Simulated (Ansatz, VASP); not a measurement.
**Sb in VASP and in Ansatz**

Contents of INCAR:

```
PREC = Accurate
ENCUT = 520
EDIFF = 1E-7
ISMEAR = -1
SIGMA = 0.05
LREAL = F
LASPH = T
NELM = 100
ALGO = Normal
ISIF = 2
LWAVE = F
LCHARG = F
NBANDS = 12
```

KPOINTS

```
Automatic mesh
0
Gamma
  8 8 8
```

Contents of POSCAR:

```
Sb
1.0
    2.1684666409      1.2519647989      3.7828881425
   -2.1684666409      1.2519647989      3.7828881425
    0.0000000000     -2.5039295978      3.7828881425
Sb
2
Direct
    0.7665100000      0.7665100000      0.7665100000
    0.2334900000      0.2334900000      0.2334900000
```

input.yaml

```yaml
crystal:
  lattice:
    - [2.1684666409, 1.2519647989, 3.7828881425]
    - [-2.1684666409, 1.2519647989, 3.7828881425]
    - [0.0, -2.5039295978, 3.7828881425]
  atoms:
    - { symbol: Sb, position: [0.76651, 0.76651, 0.76651] }
    - { symbol: Sb, position: [0.23349, 0.23349, 0.23349] }
hamiltonian:
  xc: lda
  pseudopotentials: { kind: paw }
kpoints:
  mp_grid: { grid: [8, 8, 8] }
scf:
  occupations: { method: fermi_dirac, width: 0.05 }
output:
  forces: true
  stress: true
  eigenvalues: true
  write_density: true
  write_potential: true
  elf: true
  volumetric_format: npy
```

Alike in both runs: task single point; functional LDA; k mesh 8 × 8 × 8; occupations fermi-dirac, width 0.05 eV; no spin polarisation.

|  | VASP | Ansatz |
| --- | --- | --- |
| version | VASP 6.6.1 | Ansatz 0.2.0 |
| potentials or method | VASP PAW LDA potentials, release 64 (Sb) | Ansatz PAW |
| plane-wave cutoff (eV) | 520 | 420 |
| valence electrons in the cell | 10 | 30 |

Ansatz gave:

| Quantity | Value |
| --- | --- |
| gap on the k mesh at the Fermi level (eV) | none |
| pressure (GPa) | -2.2 |
| traceless stress, the component that is largest in VASP (GPa) | -0.14 |
| rms of the force components (eV/Å) | 0.050 |

Q: Estimate VASP's values.

A: gap on the k mesh at the Fermi level (eV): none; pressure (GPa): -2.0; traceless stress, the component that is largest in VASP (GPa): -0.21; rms of the force components (eV/Å): 0.015.

LDA's correlation is that of Perdew and Zunger in VASP and of Perdew and Wang (1992) in Ansatz. Atom by atom the forces differ by 0.035 eV/Å (rms over components). A gap of «none» marks a metal or a gap that the smearing closes. VASP's potentials hold 10 valence electrons a cell and Ansatz's 30, so a difference there can come from the potentials and not from the codes.

Spin-orbit coupling is off throughout.
